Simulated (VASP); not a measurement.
Crystal: BAs.

```
B As
1.0
     3.23587    0.00000    0.00000
     0.00000    3.23587    0.00000
     0.00000    0.00000    3.23587
B As
1 1
Direct
  0.00000 0.00000 0.00000
  0.50000 0.50000 0.50000
```

Base run:

```yaml
Program: VASP 6.6.1
Functional: RPBE
Potentials_or_basis: VASP PAW PBE potentials, release 64 (B, As)
Cutoff: 520 eV
k_mesh: 8 × 8 × 8
Occupations: fermi-dirac, width 0.05 eV
Spin: no spin polarisation
```

Its results: band gap on the k mesh zero (band 4 reaches 6.52 eV, above the bottom of band 5 at 2.09 eV); pressure -13.4 GPa.

Q: After a change of settings the same cell gave: band gap on the k mesh zero (band 4 reaches 6.38 eV, above the bottom of band 5 at 1.78 eV); pressure -14.9 GPa. Which change was it?
A. functional from RPBE to r2SCAN
B. functional from RPBE to revPBE
C. functional from RPBE to LDA; potentials or basis from VASP PAW PBE potentials, release 64 (B, As) to VASP PAW LDA potentials, release 64 (B, As)
D. functional from RPBE to BLYP; further incar settings from ALGO = Normal; EDIFF = 1e-06; NBANDS = 11 to ALGO = Normal; EDIFF = 1e-07; NBANDS = 11

A: A.

Caveats: the PAW data sets were made with another functional, which shifts forces and pressure a little.
